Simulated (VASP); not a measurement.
Input of a VASP 6.6.1 run:

File INCAR:

```
  PREC = Accurate
  ENCUT = 600
  EDIFF = 1E-6
  ISMEAR = 0
  SIGMA = 0.02
  LREAL = F
  LASPH = T
  NELM = 100
  ALGO = Normal
  ISIF = 3
  LWAVE = F
  LCHARG = F
  GGA = PE
  IVDW = 12
  IBRION = 2
  NSW = 70
  EDIFFG = -0.02
```

Contents of KPOINTS:

```
regular mesh
0
Gamma
  8 8 6
```

POSCAR

```
Mg2C3
1.0
    2.4143996597     -2.3499947540     -0.0033061948
    2.4143996597      2.3499947540     -0.0033061948
   -1.2331265393      0.0000000000      4.8601575087
Mg C
2 3
Direct
    0.8095596818      0.8095596818      0.1986989181
    0.1904403182      0.1904403182      0.8013010819
    0.3011181164      0.3011181164      0.2630436042
    0.6988818836      0.6988818836      0.7369563958
    0.5000000000      0.5000000000      0.5000000000
```

Potentials or basis: VASP PAW PBE potentials, release 64 (Mg, C).

Launch:

```console
$ cat potpaw_PBE.64/Mg/POTCAR potpaw_PBE.64/C/POTCAR > POTCAR
$ mpirun -np 1 vasp_std > vasp.out
```

(1) Estimate the dispersion energy per atom.

(2) Predict the band gap on the k mesh.

Results:

(1) -0.246 eV.

(2) 1.69 eV (least direct gap 2.41 eV).
